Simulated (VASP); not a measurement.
# CdSe (F-43m) in VASP: further runs

The runs below take CdSe through single point, relaxation of cell and atoms, with r2SCAN, PBE.

Everything below comes from runs of VASP 6.6.1. Logs are shortened: lines on timing, memory, paths and dates and some standing lists are left out, and cuts for length are marked.

## Step 1: The cell of the first run

It takes space group F-43m (No. 216, cubic). Conventional cell: a = 6.136 Å, b = 6.136 Å, c = 6.136 Å, α = 90.00°, β = 90.00°, γ = 90.00°. Cd (site symmetry -43m) has 4 Se at 2.66 Å within 3.5 Å. Within 3.5 Å of Se (site symmetry -43m) lie 4 Cd at 2.66 Å.

## Step 2: Single point, r2SCAN

File POSCAR:

```
CdSe
1.0
    0.0000000000      3.0677809692      3.0677809692
    3.0677809692      0.0000000000      3.0677809692
    3.0677809692      3.0677809692      0.0000000000
Cd Se
1 1
Direct
    0.0000000000      0.0000000000      0.0000000000
    0.2500000000      0.2500000000      0.2500000000
```

File INCAR.step1:

```
PREC     = Accurate       # precision mode
ENCUT    = 520            # plane-wave cutoff, eV
ISMEAR   = 0              # smearing method
SIGMA    = 0.01           # smearing width, eV
LREAL    = False          # projectors in reciprocal space
LASPH    = True           # aspherical terms in the spheres
NELM     = 80             # most SCF steps
NBANDS   = 16             # bands
GGA      = PE             # functional
ALGO     = Normal         # electronic algorithm
EDIFF    = 1E-4           # SCF threshold, eV
LWAVE    = True           # write WAVECAR
LCHARG   = False          # write CHGCAR
```

File INCAR.step2:

```
PREC     = Accurate       # precision mode
ENCUT    = 520            # plane-wave cutoff, eV
EDIFF    = 1E-6           # SCF threshold, eV
ISMEAR   = 0              # smearing method
SIGMA    = 0.01           # smearing width, eV
LREAL    = False          # projectors in reciprocal space
LASPH    = True           # aspherical terms in the spheres
NELM     = 80             # most SCF steps
ALGO     = Normal         # electronic algorithm
ISIF     = 2              # what is computed and relaxed
LWAVE    = False          # write WAVECAR
LCHARG   = False          # write CHGCAR
METAGGA  = R2SCAN         # meta-GGA
LMIXTAU  = True         
NBANDS   = 16             # bands
ISTART   = 1
```

File KPOINTS:

```
regular mesh
0
Gamma
  8 8 8
```

Potentials or basis: VASP PAW PBE potentials, release 64 (Cd, Se).

Started as:

```bash
$ cat potpaw_PBE.64/Cd/POTCAR potpaw_PBE.64/Se/POTCAR > POTCAR
$ cp INCAR.step1 INCAR
$ mpirun -np 1 vasp_std > vasp.out
$ cp INCAR.step2 INCAR
$ mpirun -np 1 vasp_std > vasp.out
```

OUTCAR:

```text
PREC = Accurate
   ENCUT = 520
   EDIFF = 1E-6
   ISMEAR = 0
   LREAL = False
   LASPH = True
   NELM = 80
   ISIF = 2
   METAGGA = R2SCAN
   ISTART = 1

 ion  position               nearest neighbor table
   1  0.000  0.000  0.000-   2 2.66   2 2.66   2 2.66   2 2.66
   2  0.250  0.250  0.250-   1 2.66   1 2.66   1 2.66   1 2.66

  LATTYP: Found a face centered cubic cell.
 ALAT       =     6.1355619384

  Lattice vectors:

 A1 = (   0.0000000000,   3.0677809692,   3.0677809692)
 A2 = (   3.0677809692,   0.0000000000,   3.0677809692)
 A3 = (   3.0677809692,   3.0677809692,   0.0000000000)

Analysis of symmetry for initial positions (statically):
=====================================================================
 Subroutine PRICEL returns:
 Original cell was already a primitive cell.

 Routine SETGRP: Setting up the symmetry group for a
 face centered cubic supercell.

 Subroutine GETGRP returns: Found 24 space group operations
 (whereof 24 operations were pure point group operations)
 out of a pool of 48 trial point group operations.

The static configuration has the point symmetry T_d .

Analysis of symmetry for dynamics (positions and initial velocities):
=====================================================================
 Subroutine PRICEL returns:
 Original cell was already a primitive cell.

 Routine SETGRP: Setting up the symmetry group for a
 face centered cubic supercell.

 Subroutine GETGRP returns: Found 24 space group operations
 (whereof 24 operations were pure point group operations)
 out of a pool of 48 trial point group operations.

The dynamic configuration has the point symmetry T_d .

 Subroutine INISYM returns: Found 24 space group operations
 (whereof 24 operations are pure point group operations),
 and found     1 'primitive' translations

----------------------------------------------------------------------------------------

                                     Primitive cell

  volume of cell :      57.7435

  direct lattice vectors                    reciprocal lattice vectors
     0.000000000  3.067780969  3.067780969    -0.162984256  0.162984256  0.162984256
     3.067780969  0.000000000  3.067780969     0.162984256 -0.162984256  0.162984256
     3.067780969  3.067780969  0.000000000     0.162984256  0.162984256 -0.162984256

  length of vectors
     4.338497453  4.338497453  4.338497453     0.282297013  0.282297013  0.282297013

  position of ions in fractional coordinates (direct lattice)
     0.000000000  0.000000000  0.000000000
     0.250000000  0.250000000  0.250000000

  ion indices of the primitive-cell ions
   primitive index   ion index
                 1           1
                 2           2

----------------------------------------------------------------------------------------

 KPOINTS: regular mesh

Automatic generation of k-mesh.
 Grid dimensions read from file:
 generate k-points for:    8    8    8

 Generating k-lattice:

  Cartesian coordinates                     Fractional coordinates (reciprocal lattice)
    -0.020373032  0.020373032  0.020373032     0.125000000  0.000000000  0.000000000
     0.020373032 -0.020373032  0.020373032     0.000000000  0.125000000  0.000000000
     0.020373032  0.020373032 -0.020373032     0.000000000  0.000000000  0.125000000

  Length of vectors
     0.035287127  0.035287127  0.035287127

  Shift w.r.t. Gamma in fractional coordinates (k-lattice)
     0.000000000  0.000000000  0.000000000

 Subroutine IBZKPT returns following result:
 ===========================================

 Found     29 irreducible k-points:

 Following reciprocal coordinates:
            Coordinates               Weight
  0.000000  0.000000  0.000000      1.000000
  0.125000  0.000000  0.000000      8.000000
  0.250000  0.000000  0.000000      8.000000
  0.375000  0.000000  0.000000      8.000000
  0.500000  0.000000  0.000000      4.000000
  0.125000  0.125000  0.000000      6.000000
[... 16 lines left out ...]
  0.500000  0.250000  0.125000     48.000000
 -0.375000  0.250000  0.125000     24.000000
 [... further k-points ...]
   k-points           NKPTS =     29   k-points in BZ     NKDIM =     29   number of bands    NBANDS=     16
   number of dos      NEDOS =    301   number of ions     NIONS =      2
   total plane-waves  NPLWV =  32768
   dimension x,y,z NGX =    32 NGY =   32 NGZ =   32
   dimension x,y,z NGXF=    64 NGYF=   64 NGZF=   64
   ions per type =               1   1
   NGX,Y,Z   is equivalent  to a cutoff of  12.26, 12.26, 12.26 a.u.
   NGXF,Y,Z  is equivalent  to a cutoff of  24.52, 24.52, 24.52 a.u.
 SYSTEM =  unknown system
   PREC   = accura    normal or accurate (medium, high low for compatibility)
   ISTART =      1    job   : 0-new  1-cont  2-samecut
   ICHARG =      0    charge: 1-file 2-atom 10-const
   ISPIN  =      1    spin polarized calculation?
   LNONCOLLINEAR =      F non collinear calculations
   LSORBIT =      F    spin-orbit coupling
   LASPH  =      T    aspherical Exc in radial PAW
   ENCUT  =  520.0 eV  38.22 Ry    6.18 a.u.   8.07  8.07  8.07*2*pi/ulx,y,z
   NELM   =     80;   NELMIN=  2; NELMDL=  0     # of ELM steps
   EDIFF  = 0.1E-05   stopping-criterion for ELM
   LREAL  =      F    real-space projection
   EDIFFG = 0.1E-04   stopping-criterion for IOM
   NSW    =      0    number of steps for IOM
   IBRION =     -1    ionic relax: 0-MD 1-quasi-New 2-CG
   NFREE  =      0    steps in history (QN), initial steepest desc. (CG)
   ISIF   =      2    stress and relaxation
   ISYM   =      2    0-nonsym 1-usesym 2-fastsym
   POTIM  = 0.5000    time-step for ionic-motion
   TEBEG  =    0.0;   TEEND  =   0.0 temperature during run
   PSTRESS=    0.0 pullay stress
   NELECT =      18.0000    total number of electrons
   NUPDOWN=      -1.0000    fix difference up-down
   EMIN   =  10.00;   EMAX   =-10.00  energy-range for DOS
   EFERMI =   0.00;   METHOD = LEGACY
   ISMEAR =     0;   SIGMA  =   0.01  broadening in eV -4-tet -1-fermi 0-gaus
   EFERMI_NEDOS =   21; number of points for ismear=-14 and -15
   IALGO  =     38    algorithm
   IMIX   =      4    mixing-type and parameters
     AMIX     =   0.40;   BMIX     =  1.00
     AMIX_MAG =   1.60;   BMIX_MAG =  1.00
  volume/ion in A,a.u.               =      28.87       194.84
  Fermi-wavevector in a.u.,A,eV,Ry     =   1.110021  2.097636 16.764382  1.232147
  Thomas-Fermi vector in A             =   2.246568
   LORBIT       =      0    0 simple, 1 ext, 2 COOP (PROOUT), +10 PAW based schemes
   METAGGA = R2SCAN    functional components
   LHFCALC =     F    Hartree Fock is set to
   AEXX    =    0.0000 exact exchange contribution
   IVDW    =     0    specifies the selected vdW correction
   LEPSILON=     F    determine dielectric tensor
   LRPA    =     F    only Hartree local field effects (RPA)
 non-spin polarized calculation
 Gauss-broadening in eV      SIGMA  =   0.01
  energy-cutoff  :      520.00
  volume of cell :       57.74
 maximum number of plane-waves:      1588
   NGX = 17   NGY = 17   NGZ = 17

 number of electron      18.0000008 magnetization

 Free energy of the ion-electron system (eV)
  ---------------------------------------------------
  ext. energy  EPLUGINS =         0.00000000
  ---------------------------------------------------
  free energy    TOTEN  =       -35.91581565 eV

  energy without entropy =      -35.91581565  energy(sigma->0) =      -35.91581565

 E-fermi :   0.5463     XC(G=0):  -9.3030

 val. band max:        0.4381653653   @ k =   0.0000   0.0000   0.0000
 cond. band min:       1.4654993892   @ k =   0.0000   0.0000   0.0000
 fundamental gap:      1.0273340239
 Fermi energy:         0.5462869597

 k-point     1 :       0.0000    0.0000    0.0000
  band No.  band energies     occupation
      1     -12.4332      2.00000
      2      -7.6443      2.00000
      3      -7.6443      2.00000
      4      -7.6443      2.00000
      5      -7.2717      2.00000
      6      -7.2717      2.00000
[... 8 lines left out ...]
     15      12.0298      0.00000
     16      12.0298      0.00000

 k-point     2 :       0.1250    0.0000    0.0000
  band No.  band energies     occupation
      1     -12.3817      2.00000
      2      -7.6275      2.00000
      3      -7.6275      2.00000
      4      -7.5939      2.00000
      5      -7.2724      2.00000
      6      -7.2724      2.00000
[... 8 lines left out ...]
     15      11.2405      0.00000
     16      11.3899      0.00000

 k-point     3 :       0.2500    0.0000    0.0000
  band No.  band energies     occupation
      1     -12.2559      2.00000
      2      -7.5905      2.00000
      3      -7.5905      2.00000
      4      -7.4275      2.00000
      5      -7.2693      2.00000
      6      -7.2693      2.00000
[... 8 lines left out ...]
     15      11.0005      0.00000
     16      11.0005      0.00000

 k-point     4 :       0.3750    0.0000    0.0000
  band No.  band energies     occupation
      1     -12.1287      2.00000
      2      -7.5604      2.00000
      3      -7.5604      2.00000
      4      -7.2575      2.00000
      5      -7.2575      2.00000
      6      -7.1568      2.00000
[... 8 lines left out ...]
     15      11.9305      0.00000
     16      11.9305      0.00000
[... 324 lines left out ...]
 k-point    22 :       0.3750    0.2500    0.1250
  band No.  band energies     occupation
      1     -12.1628      2.00000
      2      -7.5493      2.00000
      3      -7.5297      2.00000
      4      -7.3745      2.00000
      5      -7.2619      2.00000
      6      -7.2264      2.00000
[... 8 lines left out ...]
     15      12.5107      0.00000
     16      13.6453      0.00000

 k-point    23 :       0.5000    0.2500    0.1250
  band No.  band energies     occupation
      1     -12.0619      2.00000
      2      -7.5194      2.00000
      3      -7.5034      2.00000
      4      -7.3133      2.00000
      5      -7.2503      2.00000
      6      -7.0390      2.00000
[... 8 lines left out ...]
     15      12.8942      0.00000
     16      13.5424      0.00000

 k-point    24 :      -0.3750    0.2500    0.1250
  band No.  band energies     occupation
      1     -12.0203      2.00000
      2      -7.5128      2.00000
      3      -7.4918      2.00000
      4      -7.2893      2.00000
      5      -7.2559      2.00000
      6      -6.9037      2.00000
[... 8 lines left out ...]
     15      12.6204      0.00000
     16      13.6228      0.00000

 [... further k-points ...]
[... 5 lines left out ...]
  --------------------------------------------------------------------------------------
  -------------------------------------------------------------------------------------
  Total        0.0673896      0.0673896      0.0673896      0.0000000      0.0000000      0.0000000
  in kB        1.8698229      1.8698229      1.8698229      0.0000000      0.0000000      0.0000000
  external PRESSURE =       1.8698229 kB  Pullay stress =       0.0000000 kB

 VOLUME and BASIS-vectors are now :
 -----------------------------------------------------------------------------
  energy-cutoff  :      520.00
  volume of cell :       57.74
      direct lattice vectors                 reciprocal lattice vectors
     0.000000000  3.067780969  3.067780969    -0.162984256  0.162984256  0.162984256
     3.067780969  0.000000000  3.067780969     0.162984256 -0.162984256  0.162984256
     3.067780969  3.067780969  0.000000000     0.162984256  0.162984256 -0.162984256

 POSITION                                       TOTAL-FORCE (eV/Angst)
 -----------------------------------------------------------------------------------
      0.00000      0.00000      0.00000        -0.000000     -0.000000     -0.000000
      1.53389      1.53389      1.53389         0.000000      0.000000      0.000000
 -----------------------------------------------------------------------------------
    total drift:                               -0.000004     -0.000004     -0.000004

  FREE ENERGIE OF THE ION-ELECTRON SYSTEM (eV)
  ---------------------------------------------------
  free  energy   TOTEN  =       -35.9158156505 eV

  energy  without entropy=      -35.9158156505  energy(sigma->0) =      -35.91581565
```

It took 44 s on 1 thread of Intel Xeon 6975P-C (Granite Rapids), shared host; peak memory 0.19 GiB.

Results:

| Item | Value |
| --- | --- |
| Free energy | -35.9158 eV |
| Pressure | 0.2 GPa |
| Band gap on the k mesh | 1.03 eV, direct |

Levels at points of the mesh, in eV from the valence-band top:
| k point | band 5 | band 6 | band 7 | band 8 | band 9 | band 10 | band 11 | band 12 | band 13 | band 14 |
| --- | --- | --- | --- | --- | --- | --- | --- | --- | --- | --- |
| (0.00, 0.00, 0.00) | -7.71 | -7.71 | 0.00 | 0.00 | 0.00 | 1.03 | 6.47 | 6.47 | 6.47 | 10.20 |
| (0.50, 0.00, 0.00) | -7.69 | -7.42 | -4.27 | -0.72 | -0.72 | 2.83 | 6.92 | 6.92 | 7.74 | 10.50 |
| (0.50, 0.50, 0.00) | -7.65 | -7.36 | -3.97 | -1.80 | -1.80 | 3.50 | 4.13 | 9.56 | 10.80 | 10.80 |

Caveat: the PAW data sets were made with another functional, which shifts forces and pressure a little. r2SCAN opens gaps a little over a GGA but as a rule still falls short of measured ones.

[end of part 1 of 2]
